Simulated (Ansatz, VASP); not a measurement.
## Two plane-wave programs on GaP2

```
CELL_PARAMETERS angstrom
2.55941 -0.01704 0.01284
-0.01704 2.52788 -0.00701
0.07796 -0.04254 15.34264
ATOMIC_POSITIONS crystal
Ga 0.01738 0.02261 0.24940
Ga 0.01568 0.01737 0.75062
P 0.00983 0.01666 0.42935
P 0.02156 0.96763 0.92253
P 0.95254 0.98250 0.07386
P 0.98300 0.99323 0.57424
```

Change from the starting cell: cell x2, atoms moved at random (sigma 0.05 Å) and cell strained at random (1.5 %), then relaxed without symmetry.

Alike in both runs: task relaxation of cell and atoms; functional PBE; k mesh 8 × 8 × 2; occupations gaussian, width 0.2 eV; no spin polarisation.

```csv
,VASP,Ansatz
version,VASP 6.6.1,Ansatz 0.2.0
potentials or method,"VASP PAW PBE potentials, release 64 (Ga_d, P), cutoff 600 eV","scalar-relativistic, plane waves, PAW"
valence electrons in the cell,46,46
```

```csv
,VASP,Ansatz,Ansatz less VASP
"gap on the k mesh at the Fermi level, each at its own relaxed structure (eV)",none,none,-
relaxed volume (Å³/atom),16.63,16.62,-0.013
relaxed length of the cell vector where the two differ most in proportion (Å),2.551,2.541,-0.0099
```

A gap of «none» marks a metal or a gap that the smearing closes.
